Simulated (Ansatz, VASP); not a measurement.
NaF in VASP and in Ansatz

```xyz
2
Lattice="0.0000 2.3503 2.3503 2.3503 0.0000 2.3503 2.3503 2.3503 0.0000" Properties=species:S:1:pos:R:3 pbc="T T T"
Na    0.0000    0.0000    0.0000
F     2.3503    2.3503    2.3503
```

Alike in both runs: task relaxation of cell and atoms; functional PBE; k mesh 8 × 8 × 8; no spin polarisation.

```csv
,VASP,Ansatz
version,VASP 6.6.1,Ansatz 0.2.0
potentials or method,"VASP PAW PBE potentials, release 64 (Na_pv, F), cutoff 600 eV","scalar-relativistic, plane waves, PAW"
occupations,"gaussian, width 0.01 eV",fixed
valence electrons in the cell,14,16
```

Ansatz gave:

- gap on the k mesh at the Fermi level, each at its own relaxed structure (eV): 6.09
- relaxed volume (Å³/atom): 12.99
- relaxed length of the cell vector where the two differ most in proportion (Å): 3.324

**Question.** Estimate VASP's values.

**Answer.** gap on the k mesh at the Fermi level, each at its own relaxed structure (eV): 6.10; relaxed volume (Å³/atom): 12.92; relaxed length of the cell vector where the two differ most in proportion (Å): 3.319.

VASP's potentials hold 14 valence electrons a cell and Ansatz's 16, so a difference there can come from the potentials and not from the codes.
